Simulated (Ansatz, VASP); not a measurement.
# TiO2: VASP beside Ansatz

```xyz
6
Lattice="4.7807 0.0000 0.0000 0.0000 4.7807 0.0000 0.0000 0.0000 3.0716" Properties=species:S:1:pos:R:3 pbc="T T T"
Ti    0.0000    0.0000    0.0000
Ti    2.3904    2.3904    1.5358
O     1.4830    1.4830    0.0000
O     0.9073    3.8734    1.5358
O     3.8734    0.9073    1.5358
O     3.2977    3.2977    0.0000
```

Change from the starting cell: hydrostatic strain +4.0%.

Alike in both runs: task single point; functional r2SCAN; k mesh 6 × 6 × 8; no spin polarisation.

|  | VASP | Ansatz |
| --- | --- | --- |
| version | VASP 6.6.1 | Ansatz 0.2.0 |
| potentials or method | VASP PAW PBE potentials, release 64 (Ti_sv, O) | plane waves, PAW |
| plane-wave cutoff (eV) | 520 | 500 |
| occupations | gaussian, width 0.01 eV | fixed |
| valence electrons in the cell | 48 | 48 |

```csv
,VASP,Ansatz,Ansatz less VASP
gap on the k mesh at the Fermi level (eV),2.11,2.09,-0.021
pressure (GPa),-20.5,-21.4,-0.88
"traceless stress, the component that is largest in VASP (GPa)",-5.04,-5.52,-0.485
rms of the force components (eV/Å),0.019,0.001,-0.0184
```

VASP's potentials were made for PBE, not for r2SCAN. Atom by atom the forces differ by 0.020 eV/Å (rms over components).
